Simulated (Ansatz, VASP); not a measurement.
Ge: VASP beside Ansatz

```xyz
1
Lattice="1.4241 -2.5951 0.0000 1.4241 2.5951 0.0000 0.0000 0.0000 2.7220" Properties=species:S:1:pos:R:3 pbc="T T T"
Ge    1.4241    0.0000    0.0000
```

Change from the starting cell: strain +0.030 along x and y, +0.030 along z, atoms carried along.

Alike in both runs: task single point; functional PBEsol; k mesh 24 × 24 × 22; occupations gaussian, width 0.15 eV; no spin polarisation.

|  | VASP | Ansatz |
| --- | --- | --- |
| version | VASP 6.6.1 | Ansatz 0.2.0 |
| potentials or method | VASP PAW PBE potentials, release 64 (Ge_d), cutoff 520 eV | scalar-relativistic, plane waves, PAW |
| valence electrons in the cell | 14 | 14 |

```tsv
	VASP	Ansatz	Ansatz less VASP
gap on the k mesh at the Fermi level (eV)	none	none	-
pressure (GPa)	-5.7	-5.6	+0.11
traceless stress, the component that is largest in VASP (GPa)	0.83	0.83	-0.003
```

VASP's potentials were made for PBE, not for PBEsol. A gap of «none» marks a metal or a gap that the smearing closes.
